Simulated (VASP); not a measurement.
# SrLi8Nb7O23 (a cell with a defect) in VASP: a series of runs

SrLi8Nb7O23 (a cell with a defect) is run at these levels: PBE; tasks: single point.

Program: VASP 6.6.1. These are calculated values, not measurements. Logs are shortened: lines on timing, memory, paths and dates and some standing lists are left out, and cuts for length are marked.

**1. The cell of the first run**

The cell holds a defect, 39 atoms: a = 5.550 Å, b = 11.101 Å, c = 11.101 Å, α = 55.75°, β = 55.75°, γ = 55.75°.

**2. Single point, PBE**

File INCAR:

```
SYSTEM = SrLi8Nb7O23
PREC = Accurate
ENCUT = 650
EDIFF = 1E-6
ISMEAR = 0
SIGMA = 0.01
LREAL = Auto
LASPH = .True.
NELM = 120
ALGO = Normal
ISIF = 2
LWAVE = .False.
LCHARG = .True.
GGA = PE
LELF = .True.
LVHAR = .True.
NELECT = 264.0
NBANDS = 156
GGA_COMPAT = .False.
ISYM = -1
```

File KPOINTS:

```
explicit points
1
Reciprocal
  0.25000000   0.25000000   0.25000000 1
```

File POSCAR:

```
SrLi8Nb7O23
1.0
    2.5949501400      1.4981951600      4.6722232500
   -5.1899002700      2.9963903200      9.3444465000
    0.0000000000     -5.9927806400      9.3444465000
Li Nb O Sr
8 7 23 1
Direct
    0.7132003043      0.3568501225      0.3634358691
    0.1746457422      0.1147882751      0.1361912699
    0.7131600125      0.3594960515      0.8594169554
    0.2226826769      0.1135451857      0.6104624170
    0.7168497145      0.8511526419      0.3706197540
    0.2155364645      0.6080628872      0.1154661388
    0.7719390934      0.8181912290      0.8533711254
    0.2066664426      0.5965424685      0.6153436342
    0.9824405904      0.4931419530      0.5134184778
    0.4979187882      0.2483799467      0.2516088020
    0.9969020429      0.4965454369      1.0075381706
    0.9888475266      1.0113479794      0.5030679110
    0.5077788529      0.7441924782      0.2571334395
    0.9814203844      0.9867523067      1.0182006797
    0.5005436911      0.7495499430      0.7515730889
    0.2779827827      0.3200370914      0.4431294696
    0.6355058637      0.4455131041      0.1411953544
    0.8712445090      0.1408399512      0.3244447683
    0.4196955686      0.0616271243      0.3759067684
    0.8024797673      0.1959643912      0.0681234099
    0.1345507886      0.3920233671      0.2002506208
    0.2802160286      0.3141319805      0.9701280340
    0.6201639915      0.4550798590      0.6286602547
    1.0298838782      0.1340596021      0.8178829004
    0.8471667889      0.1889575467      0.5411798475
    0.0771456711      0.4227161268      0.6837686521
    0.2832840973      0.8332879712      0.4264931238
    0.6042062809      0.9712347772      0.0941693045
    0.8757389534      0.6595035722      0.3100205422
    0.3834320217      0.5757250757      0.3810511507
    0.7792509041      0.6950272502      0.0688010600
    0.1376655952      0.8981863098      0.1839666655
    0.2865577307      0.8153461023      0.9512278383
    0.6410088428      0.9444853615      0.6505461794
    0.8945392947      0.6343751513      0.8212375940
    0.3896054523      0.5721879556      0.8892548426
    0.7572459286      0.7103898376      0.5661188592
    0.1312735808      0.8914700963      0.7032904925
    0.4759400664      0.2181436819      0.7758237048
```

Potentials or basis: VASP PAW PBE potentials, release 64 (Li_sv, Nb_sv, O, Sr_sv).

Launch:

```sh
$ cat potpaw_PBE.64/Li_sv/POTCAR potpaw_PBE.64/Nb_sv/POTCAR potpaw_PBE.64/O/POTCAR potpaw_PBE.64/Sr_sv/POTCAR > POTCAR
$ mpirun -np 1 vasp_std > vasp.out
```

OUTCAR:

```text
SYSTEM = SrLi8Nb7O23
   PREC = Accurate
   ENCUT = 650
   EDIFF = 1E-6
   ISMEAR = 0
   LREAL = Auto
   LASPH = .True.
   NELM = 120
   ISIF = 2
   GGA = PE
   NELECT = 264.0
   ISYM = -1

 ion  position               nearest neighbor table
   1  0.713  0.357  0.363-  25 1.97  21 2.09  30 2.10  18 2.25  16 2.25  39 3.55
   2  0.175  0.115  0.136-  18 1.86  28 1.94  22 2.07  20 2.13  32 2.26  39 3.09
   3  0.713  0.359  0.859-  26 2.00  36 2.08  20 2.11  22 2.21  24 2.24  39 3.22  39 3.31
   4  0.223  0.114  0.610-  24 2.01  16 2.04  34 2.10  25 2.18  39 3.21  39 3.72
   5  0.717  0.851  0.371-  37 1.88  19 1.97  29 2.14  32 2.17  27 2.22
   6  0.216  0.608  0.115-  29 2.03  17 2.05  33 2.06  21 2.24
   7  0.772  0.818  0.853-  35 1.93  31 1.99  38 1.99  34 2.17  33 2.28  11 2.78  39 3.50
   8  0.207  0.597  0.615-  23 1.95  26 2.03  35 2.05  39 3.25
   9  0.982  0.493  0.513-  23 1.82  26 1.86  16 1.92  29 2.11  30 2.25  37 2.26  39 3.86  39 4.02
[... 17 lines left out ...]
  25  0.847  0.189  0.541-  12 1.87   1 1.97   4 2.18  39 2.30
  26  0.077  0.423  0.684-   9 1.86   3 2.00   8 2.03  39 2.32
  27  0.283  0.833  0.426-  12 2.00  13 2.03   5 2.22
  28  0.604  0.971  0.094-  14 1.84   2 1.94  13 2.28  39 3.20
  29  0.876  0.660  0.310-  13 1.99   6 2.03   9 2.11   5 2.14
  30  0.383  0.576  0.381-  13 1.83   1 2.10   9 2.25
  31  0.779  0.695  0.069-  13 1.94   7 1.99  11 2.13
  32  0.138  0.898  0.184-  14 1.98  13 2.04   5 2.17   2 2.26
  33  0.287  0.815  0.951-  14 1.89   6 2.06  15 2.18   7 2.28
  34  0.641  0.944  0.651-  12 1.91   4 2.10   7 2.17  15 2.18  39 3.49
  35  0.895  0.634  0.821-  11 1.93   7 1.93   8 2.05  15 2.16
  36  0.390  0.572  0.889-  15 1.87   3 2.08  11 2.19
  37  0.757  0.710  0.566-  15 1.86   5 1.88   9 2.26
  38  0.131  0.891  0.703-  15 1.90   7 1.99  12 2.19  39 3.49
  39  0.476  0.218  0.776-  25 2.30  26 2.32  22 2.37  23 2.51  24 2.83  24 2.90   2 3.09  28 3.20
                             4 3.21   3 3.22   8 3.25   3 3.31  20 3.32  38 3.49  34 3.49   7 3.50

IMPORTANT INFORMATION: All symmetrisations will be switched off!
NOSYMM: (Re-)initialisation of all symmetry stuff for point group C_1.

----------------------------------------------------------------------------------------

                                     Primitive cell

  volume of cell :     435.9455

  direct lattice vectors                    reciprocal lattice vectors
     2.594950140  1.498195160  4.672223250     0.192681930  0.111244964  0.071343623
    -5.189900270  2.996390320  9.344446500    -0.096340965  0.055622482  0.035671811
     0.000000000 -5.992780640  9.344446500     0.000000000 -0.111244964  0.035671811

  length of vectors
     5.550497731 11.100995458 11.100995459     0.233648626  0.116824313  0.116824313

  position of ions in fractional coordinates (direct lattice)
[... 122 lines left out ...]
   NELECT =     264.0000    total number of electrons
   NUPDOWN=      -1.0000    fix difference up-down
   EMIN   =  10.00;   EMAX   =-10.00  energy-range for DOS
   EFERMI =   0.00;   METHOD = LEGACY
   ISMEAR =     0;   SIGMA  =   0.01  broadening in eV -4-tet -1-fermi 0-gaus
   EFERMI_NEDOS =   21; number of points for ismear=-14 and -15
   IALGO  =     38    algorithm
   IMIX   =      4    mixing-type and parameters
     AMIX     =   0.40;   BMIX     =  1.00
     AMIX_MAG =   1.60;   BMIX_MAG =  1.00
  volume/ion in A,a.u.               =      11.18        75.43
  Fermi-wavevector in a.u.,A,eV,Ry     =   1.385050  2.617365 26.100913  1.918363
  Thomas-Fermi vector in A             =   2.509496
   LORBIT       =      0    0 simple, 1 ext, 2 COOP (PROOUT), +10 PAW based schemes
   GGA     = PE    functional components
   LHFCALC =     F    Hartree Fock is set to
   AEXX    =    0.0000 exact exchange contribution
   IVDW    =     0    specifies the selected vdW correction
   LEPSILON=     F    determine dielectric tensor
   LRPA    =     F    only Hartree local field effects (RPA)
 non-spin polarized calculation
 Gauss-broadening in eV      SIGMA  =   0.01
  energy-cutoff  :      650.00
  volume of cell :      435.95
 maximum number of plane-waves:     16398
 NGX is ok and might be reduce to    48
   NGX = 23   NGY = 47   NGZ = 47

 number of electron     264.0000001 magnetization

 Free energy of the ion-electron system (eV)
  ---------------------------------------------------
  ext. energy  EPLUGINS =         0.00000000
  ---------------------------------------------------
  free energy    TOTEN  =      -296.98255627 eV

  energy without entropy =     -296.98255627  energy(sigma->0) =     -296.98255627

 E-fermi :   3.2908     XC(G=0): -10.5474

 val. band max:        3.2219407688   @ k =   0.2500   0.2500   0.2500
 cond. band min:       6.6583190010   @ k =   0.2500   0.2500   0.2500
 fundamental gap:      3.4363782322
 Fermi energy:         3.2907962113

 k-point     1 :       0.2500    0.2500    0.2500
  band No.  band energies     occupation
      1     -51.2526      2.00000
      2     -51.2308      2.00000
      3     -51.1660      2.00000
      4     -51.0850      2.00000
      5     -51.0688      2.00000
      6     -51.0156      2.00000
[... 136 lines left out ...]
    143       7.7266      0.00000
    144       7.7996      0.00000
 [bands above 144 left out]

------------------------ aborting loop because EDIFF is reached ----------------------------------------

  FORCE on cell =-STRESS in cart. coord.  units (eV):
  Direction    XX          YY          ZZ          XY          YZ          ZX
  --------------------------------------------------------------------------------------
  -------------------------------------------------------------------------------------
  Total       14.1427764     15.4475973     14.4249780      1.4402573      2.3295922     -1.5181105
  in kB       51.9772171     56.7726659     53.0143581      5.2932016      8.5616656     -5.5793261
  external PRESSURE =      53.9214137 kB  Pullay stress =       0.0000000 kB

 VOLUME and BASIS-vectors are now :
 -----------------------------------------------------------------------------
  energy-cutoff  :      650.00
  volume of cell :      435.95
      direct lattice vectors                 reciprocal lattice vectors
     2.594950140  1.498195160  4.672223250     0.192681930  0.111244964  0.071343623
    -5.189900270  2.996390320  9.344446500    -0.096340965  0.055622482  0.035671811
     0.000000000 -5.992780640  9.344446500     0.000000000 -0.111244964  0.035671811

 POSITION                                       TOTAL-FORCE (eV/Angst)
 -----------------------------------------------------------------------------------
     -0.00130     -0.04022     10.06290        -0.005714      0.006054     -0.007401
     -0.14254     -0.21056      3.16125         0.002343      0.013288     -0.008133
     -0.01513     -3.00465     14.72211        -0.006995     -0.008355     -0.006805
     -0.01144     -2.98452      7.80587         0.005529     -0.001125     -0.001559
     -2.55721      1.40332     14.76607        -0.000064      0.010631     -0.004403
     -2.59648      1.45295      7.76801         0.001989      0.001851     -0.002529
[... 31 lines left out ...]
     -4.28599     -1.34680     15.51549        -0.005009      0.010964     -0.011269
      0.10290     -3.28265     11.51177         0.042635     -0.070773     -0.006586
 -----------------------------------------------------------------------------------
    total drift:                               -0.001345      0.003686     -0.004542

  FREE ENERGIE OF THE ION-ELECTRON SYSTEM (eV)
  ---------------------------------------------------
  free  energy   TOTEN  =      -296.9825562749 eV

  energy  without entropy=     -296.9825562749  energy(sigma->0) =     -296.98255627
```

stdout:

```text
POSCAR found type information on POSCAR LiNbO Sr
 POSCAR found :  4 types and      39 ions
 scaLAPACK will be used
 LDA part: xc-table for (Slater+PW92), standard interpolation
 POSCAR, INCAR and KPOINTS ok, starting setup
 FFT: planning ... GRIDC
 FFT: planning ... GRID_SOFT
 FFT: planning ... GRID
 WAVECAR not read
 entering main loop
 the old and the new charge density differ
 old charge density:   263.00000 new  264.00000
    0.567E+01
```

It took 7.7 min on 1 thread of Intel Xeon Platinum 8375C at 2.90GHz (Ice Lake), shared host; peak memory 0.89 GiB.

Results:

```
Free energy   : -296.9826 eV
Largest force : 0.083 eV/Å
```

Forces in eV/Å, atoms in the order of the input:
```
Li  -0.006  0.006 -0.007
Li   0.002  0.013 -0.008
Li  -0.007 -0.008 -0.007
Li   0.006 -0.001 -0.002
Li   0.000  0.011 -0.004
Li   0.002  0.002 -0.003
Li  -0.010  0.003  0.004
Li  -0.010  0.000 -0.001
Nb  -0.008  0.054  0.018
Nb   0.011  0.032  0.040
Nb  -0.017 -0.001  0.024
Nb   0.019  0.013 -0.009
Nb  -0.034  0.023  0.014
Nb   0.026 -0.021  0.031
Nb   0.001  0.014  0.049
O   -0.016 -0.002  0.001
O    0.011  0.004 -0.008
O   -0.005 -0.030  0.004
O   -0.013 -0.015 -0.013
O   -0.010 -0.016 -0.008
O    0.003  0.009 -0.012
O   -0.021 -0.028  0.034
O   -0.003  0.012  0.012
O   -0.001  0.019  0.001
O    0.032  0.052 -0.010
O   -0.050  0.017 -0.017
O    0.009  0.010 -0.008
O    0.013 -0.017 -0.006
O    0.003 -0.023  0.002
O    0.001 -0.030 -0.018
O    0.007 -0.013 -0.006
O    0.008  0.012 -0.010
O   -0.012 -0.001 -0.013
O    0.009  0.003 -0.001
O    0.005 -0.017 -0.015
O   -0.002 -0.010 -0.015
O    0.018 -0.016 -0.017
O   -0.005  0.011 -0.011
Sr   0.043 -0.071 -0.007
```

Caveat: the cell carries a net charge on a neutralising background, which shifts energy and pressure; the cell is charged against a uniform background, so pressure and absolute levels hang on convention.

[end of part 1 of 2]
